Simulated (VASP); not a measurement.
# MnO (Fm-3m) in VASP: single point with PBE+U

Aim: the single point of MnO with PBE+U.

All numbers are computed with VASP 6.6.1; they aren't measurements. Logs are shortened: lines on timing, memory, paths and dates and some standing lists are left out, and cuts for length are marked.

### Step 1. The cell of the first run

The structure is cubic, space group Fm-3m (No. 225). The conventional cell has a = 4.444 Å, b = 4.444 Å, c = 4.444 Å, α = 90.00°, β = 90.00°, γ = 90.00°. Mn (site symmetry m-3m) has 6 O at 2.22 Å within 2.9 Å. Within 2.9 Å of O (site symmetry m-3m) lie 6 Mn at 2.22 Å.

### Step 2. Single point, PBE+U, collinear spin, antiferromagnetic start

The input, INCAR:

```
SYSTEM = MnO
PREC = Accurate ; ENCUT = 520
EDIFF = 1E-7 ; ISMEAR = 0
SIGMA = 0.05 ; LREAL = .False.
LASPH = .True. ; NELM = 150
ALGO = Normal ; ISIF = 2
LWAVE = .False. ; LCHARG = .True.
ISPIN = 2 ; MAGMOM = 5 -5 0 0
LORBIT = 11 ; LMAXMIX = 4
LDAU = .True. ; LDAUTYPE = 2
LDAUL = 2 -1 ; LDAUU = 3.9 0
LDAUJ = 0 0 ; LDAUPRINT = 1
GGA = PE ; LELF = .True.
LVHAR = .True. ; NBANDS = 31
```

The input, KPOINTS:

```
Automatic mesh
0
Gamma
  12 12 6
  0 0 0
```

The input, POSCAR:

```
MnO
1.0
    0.0000000000      2.2220003343      2.2220003343
    4.4440006686      2.2220003343      2.2220003343
    4.4440006686      4.4440006686      0.0000000000
Mn O
2 2
Direct
    0.0000000000      0.0000000000      0.0000000000
    0.0000000000      0.0000000000      0.5000000000
    0.5000000000      0.5000000000      0.0000000000
    0.5000000000      0.5000000000      0.5000000000
```

Potentials or basis: VASP PAW PBE potentials, release 64 (Mn_pv, O).

On the command line:

```bash
cat potpaw_PBE.64/Mn_pv/POTCAR potpaw_PBE.64/O/POTCAR > POTCAR
mpirun -np 1 vasp_std > vasp.out
```

OUTCAR:

```text
SYSTEM = MnO
   PREC = Accurate
   ENCUT = 520
   EDIFF = 1E-7
   ISMEAR = 0
   LREAL = .False.
   LASPH = .True.
   NELM = 150
   ISIF = 2
   ISPIN = 2
   LORBIT = 11
   GGA = PE

 ion  position               nearest neighbor table
   1  0.000  0.000  0.000-   4 2.22   3 2.22   4 2.22   3 2.22   4 2.22   4 2.22   2 3.14   2 3.14
                             2 3.14   2 3.14   2 3.14   2 3.14   2 3.14   2 3.14
   2  0.000  0.000  0.500-   3 2.22   3 2.22   4 2.22   4 2.22   3 2.22   3 2.22   1 3.14   1 3.14
                             1 3.14   1 3.14   1 3.14   1 3.14   1 3.14   1 3.14
   3  0.500  0.500  0.000-   2 2.22   1 2.22   2 2.22   1 2.22   2 2.22   2 2.22
   4  0.500  0.500  0.500-   1 2.22   1 2.22   2 2.22   2 2.22   1 2.22   1 2.22

  LATTYP: Found a simple tetragonal cell.
 ALAT       =     3.1423830084
 C/A-ratio  =     1.4142135624

  Lattice vectors:

 A1 = (   0.0000000000,  -2.2220003343,   2.2220003343)
 A2 = (   0.0000000000,  -2.2220003343,  -2.2220003343)
 A3 = (   4.4440006686,   0.0000000000,   0.0000000000)

Analysis of symmetry for initial positions (statically):
=====================================================================
 Subroutine PRICEL returns following result:

  LATTYP: Found a face centered cubic cell.
 ALAT       =     4.4440006686
[... 12 lines left out ...]
 Subroutine GETGRP returns: Found 16 space group operations
 (whereof 16 operations were pure point group operations)
 out of a pool of 16 trial point group operations.

The static configuration has the point symmetry D_4h.

Analysis of symmetry for dynamics (positions and initial velocities):
=====================================================================
 Subroutine PRICEL returns following result:

  LATTYP: Found a face centered cubic cell.
 ALAT       =     4.4440006686
[... 12 lines left out ...]
 Subroutine GETGRP returns: Found 16 space group operations
 (whereof 16 operations were pure point group operations)
 out of a pool of 16 trial point group operations.

The dynamic configuration has the point symmetry D_4h.

Analysis of structural, dynamic, and magnetic symmetry:
=====================================================================
 Subroutine PRICEL returns following result:

  LATTYP: Found a face centered cubic cell.
 ALAT       =     4.4440006686
[... 12 lines left out ...]
 Subroutine GETGRP returns: Found 16 space group operations
 (whereof 16 operations were pure point group operations)
 out of a pool of 16 trial point group operations.

The overall configuration has the point symmetry D_4h.

 Subroutine INISYM returns: Found 16 space group operations
 (whereof 16 operations are pure point group operations),
 and found     2 'primitive' translations

----------------------------------------------------------------------------------------

                                     Primitive cell

  volume of cell :      21.9413

  direct lattice vectors                    reciprocal lattice vectors
    -2.222000334  2.222000334 -0.000000000    -0.225022468  0.225022468 -0.225022468
    -2.222000334  0.000000000  2.222000334    -0.225022468 -0.225022468  0.225022468
     0.000000000  2.222000334  2.222000334     0.225022468  0.225022468  0.225022468

  length of vectors
     3.142383008  3.142383008  3.142383008     0.389750348  0.389750348  0.389750348

[... 142 lines left out ...]
 -0.0000  0.0000  0.0007  0.0000  0.0729

 occupancies and eigenvectors

  o =  0.0191  v =  0.0000  0.0000  0.0000  0.0000  0.0000  0.0000  1.0000  0.0000 -0.0000  0.0000      0.0000  0.0000  0.0000  0.0000  0.0000  0.0000  0.0000  0.0000  0.0000  0.0000
  o =  0.0213  v =  0.0000  0.0000  0.0000  0.0000  0.0000 -0.0083 -0.0000 -0.0000 -1.0000 -0.0000      0.0000  0.0000  0.0000  0.0000  0.0000  0.0000  0.0000  0.0000  0.0000  0.0000
  o =  0.0213  v =  0.0000  0.0000  0.0000  0.0000  0.0000  1.0000 -0.0000 -0.0000 -0.0083  0.0000      0.0000  0.0000  0.0000  0.0000  0.0000  0.0000  0.0000  0.0000  0.0000  0.0000
  o =  0.0725  v =  0.0000  0.0000  0.0000  0.0000  0.0000 -0.0000 -0.0000 -0.5000  0.0000  0.8660      0.0000  0.0000  0.0000  0.0000  0.0000  0.0000  0.0000  0.0000  0.0000  0.0000
  o =  0.0742  v =  0.0000  0.0000  0.0000  0.0000  0.0000  0.0000 -0.0000  0.8660 -0.0000  0.5000      0.0000  0.0000  0.0000  0.0000  0.0000  0.0000  0.0000  0.0000  0.0000  0.0000
  o =  0.9339  v =  0.0000 -0.0000 -0.0000 -1.0000  0.0000  0.0000  0.0000  0.0000  0.0000  0.0000      0.0000  0.0000  0.0000  0.0000  0.0000  0.0000  0.0000  0.0000  0.0000  0.0000
  o =  0.9339  v =  1.0000  0.0000  0.0000  0.0000  0.0000  0.0000  0.0000  0.0000  0.0000  0.0000      0.0000  0.0000  0.0000  0.0000  0.0000  0.0000  0.0000  0.0000  0.0000  0.0000
  o =  0.9401  v =  0.0000 -1.0000 -0.0000  0.0000 -0.0000  0.0000  0.0000  0.0000  0.0000  0.0000      0.0000  0.0000  0.0000  0.0000  0.0000  0.0000  0.0000  0.0000  0.0000  0.0000
  o =  0.9768  v =  0.0000  0.0000 -0.8660  0.0000 -0.5000  0.0000  0.0000  0.0000  0.0000  0.0000      0.0000  0.0000  0.0000  0.0000  0.0000  0.0000  0.0000  0.0000  0.0000  0.0000
  o =  0.9773  v =  0.0000 -0.0000 -0.5000  0.0000  0.8660  0.0000  0.0000  0.0000  0.0000  0.0000      0.0000  0.0000  0.0000  0.0000  0.0000  0.0000  0.0000  0.0000  0.0000  0.0000

atom =   2  type =  1  l = 2

 onsite density matrix

spin component  1

  0.0213 -0.0000  0.0000 -0.0000 -0.0000
 -0.0000  0.0191  0.0000  0.0000 -0.0000
  0.0000  0.0000  0.0737  0.0000  0.0007
 -0.0000  0.0000  0.0000  0.0213 -0.0000
 -0.0000 -0.0000  0.0007 -0.0000  0.0729

spin component  2

  0.9339 -0.0000 -0.0000  0.0000 -0.0000
 -0.0000  0.9401 -0.0000  0.0000  0.0000
 -0.0000 -0.0000  0.9770 -0.0000 -0.0002
  0.0000  0.0000 -0.0000  0.9339  0.0000
 -0.0000  0.0000 -0.0002  0.0000  0.9772

 occupancies and eigenvectors

  o =  0.0191  v =  0.0000  1.0000  0.0000 -0.0000 -0.0000  0.0000  0.0000  0.0000  0.0000  0.0000      0.0000  0.0000  0.0000  0.0000  0.0000  0.0000  0.0000  0.0000  0.0000  0.0000
  o =  0.0213  v =  0.0000 -0.0000  0.0000 -1.0000 -0.0000  0.0000  0.0000  0.0000  0.0000  0.0000      0.0000  0.0000  0.0000  0.0000  0.0000  0.0000  0.0000  0.0000  0.0000  0.0000
  o =  0.0213  v =  1.0000  0.0000  0.0000  0.0000  0.0000  0.0000  0.0000  0.0000  0.0000  0.0000      0.0000  0.0000  0.0000  0.0000  0.0000  0.0000  0.0000  0.0000  0.0000  0.0000
  o =  0.0725  v =  0.0000 -0.0000  0.5000  0.0000 -0.8660  0.0000  0.0000  0.0000  0.0000  0.0000      0.0000  0.0000  0.0000  0.0000  0.0000  0.0000  0.0000  0.0000  0.0000  0.0000
  o =  0.0742  v =  0.0000 -0.0000 -0.8660  0.0000 -0.5000  0.0000  0.0000  0.0000  0.0000  0.0000      0.0000  0.0000  0.0000  0.0000  0.0000  0.0000  0.0000  0.0000  0.0000  0.0000
  o =  0.9339  v =  0.0000  0.0000  0.0000  0.0000  0.0000  0.0000 -0.0000 -0.0000  1.0000 -0.0000      0.0000  0.0000  0.0000  0.0000  0.0000  0.0000  0.0000  0.0000  0.0000  0.0000
  o =  0.9339  v =  0.0000  0.0000  0.0000  0.0000  0.0000  1.0000  0.0000  0.0000  0.0000  0.0000      0.0000  0.0000  0.0000  0.0000  0.0000  0.0000  0.0000  0.0000  0.0000  0.0000
  o =  0.9401  v =  0.0000  0.0000  0.0000  0.0000  0.0000  0.0000 -1.0000 -0.0000 -0.0000 -0.0000      0.0000  0.0000  0.0000  0.0000  0.0000  0.0000  0.0000  0.0000  0.0000  0.0000
  o =  0.9768  v =  0.0000  0.0000  0.0000  0.0000  0.0000  0.0000  0.0000 -0.8660 -0.0000 -0.5000      0.0000  0.0000  0.0000  0.0000  0.0000  0.0000  0.0000  0.0000  0.0000  0.0000
  o =  0.9773  v =  0.0000  0.0000  0.0000  0.0000  0.0000  0.0000 -0.0000 -0.5000 -0.0000  0.8660      0.0000  0.0000  0.0000  0.0000  0.0000  0.0000  0.0000  0.0000  0.0000  0.0000

 number of electron      37.9999986 magnetization       0.0000000

 Free energy of the ion-electron system (eV)
  ---------------------------------------------------
  ext. energy  EPLUGINS =         0.00000000
  ---------------------------------------------------
  free energy    TOTEN  =       -31.03157119 eV

  energy without entropy =      -31.03157119  energy(sigma->0) =      -31.03157119

 E-fermi :   7.2253     XC(G=0): -11.8125

 val. band max:        6.9403490541   @ k =   0.5000   0.0000   0.0000
 cond. band min:       7.6993357502   @ k =   0.0000   0.0000   0.0000
 fundamental gap:      0.7589866961
 Fermi energy:         7.2253158678

 spin component 1

 k-point     1 :       0.0000    0.0000    0.0000
  band No.  band energies     occupation
      1     -42.9517      1.00000
      2     -42.9287      1.00000
      3     -42.9286      1.00000
      4     -38.0185      1.00000
      5     -37.9860      1.00000
      6     -37.9860      1.00000
[... 1625 lines left out ...]
     30      19.2711      0.00000
     31      20.6923      0.00000

 [... further k-points ...]

------------------------ aborting loop because EDIFF is reached ----------------------------------------

  FORCE on cell =-STRESS in cart. coord.  units (eV):
  Direction    XX          YY          ZZ          XY          YZ          ZX
  --------------------------------------------------------------------------------------
  -------------------------------------------------------------------------------------
  Total        1.5457994      1.7557954      1.7557954      0.0000000     -0.0000000     -0.0000000
  in kB       56.4379689     64.1050344     64.1050344      0.0000000     -0.0000000     -0.0000000
  external PRESSURE =      61.5493459 kB  Pullay stress =       0.0000000 kB

 VOLUME and BASIS-vectors are now :
 -----------------------------------------------------------------------------
  energy-cutoff  :      520.00
  volume of cell :       43.88
      direct lattice vectors                 reciprocal lattice vectors
     0.000000000  2.222000334  2.222000334    -0.225022468  0.225022468  0.225022468
     4.444000669  2.222000334  2.222000334     0.225022468 -0.225022468  0.225022468
     4.444000669  4.444000669  0.000000000     0.000000000  0.225022468 -0.225022468

 POSITION                                       TOTAL-FORCE (eV/Angst)
 -----------------------------------------------------------------------------------
      0.00000      0.00000      0.00000         0.000000     -0.000000     -0.000000
      2.22200      2.22200      0.00000        -0.000000      0.000000     -0.000000
      2.22200      2.22200      2.22200        -0.000000     -0.000000     -0.000000
      4.44400      4.44400      2.22200         0.000000      0.000000      0.000000
 -----------------------------------------------------------------------------------
    total drift:                                0.000000     -0.000000     -0.000000

  FREE ENERGIE OF THE ION-ELECTRON SYSTEM (eV)
  ---------------------------------------------------
  free  energy   TOTEN  =       -31.0315711928 eV

  energy  without entropy=      -31.0315711928  energy(sigma->0) =      -31.03157119

 total charge

# of ion       s       p       d       tot
------------------------------------------
    1        0.209   6.185   4.951  11.345
    2        0.209   6.185   4.951  11.345
    3        1.555   3.456   0.000   5.011
    4        1.555   3.456   0.000   5.011
--------------------------------------------------
tot          3.527  19.282   9.901  32.710

 magnetization (x)

# of ion       s       p       d       tot
------------------------------------------
    1        0.033   0.033   4.544   4.610
    2       -0.033  -0.033  -4.544  -4.610
    3       -0.008  -0.044   0.000  -0.052
    4        0.008   0.044   0.000   0.052
--------------------------------------------------
tot          0.000   0.000   0.000   0.000
```

Run time: 6.2 min. Hardware: 1 thread of Intel Xeon Platinum 8259CL at 2.50GHz (Skylake/Cascade Lake), shared host; peak memory 0.37 GiB.

Results:

| Property | Result |
| --- | --- |
| Free energy | -31.0316 eV |
| Pressure | 6.2 GPa |
| Band gap on the k mesh | 0.76 eV |
| Net moment | 0.00 μB per cell |
| Site moments | Mn +4.61, -4.61; O -0.05, +0.05 μB |
| Valence electrons inside the program's atomic spheres | Mn 11.35; O 5.01 |

Stress tensor (GPa, compression positive):
```
5.64 0.00 0.00
0.00 6.41 0.00
0.00 0.00 6.41
```

Eigenvalues of the final occupation matrices:
| site | spin | trace | eigenvalues |
| --- | --- | --- | --- |
| site 1 d | 1 | 4.76 | 0.93 0.93 0.94 0.98 0.98 |
| site 1 d | 2 | 0.21 | 0.02 0.02 0.02 0.07 0.07 |
| site 2 d | 1 | 0.21 | 0.02 0.02 0.02 0.07 0.07 |
| site 2 d | 2 | 4.76 | 0.93 0.93 0.94 0.98 0.98 |

Caveat: the cell stands under pressure.
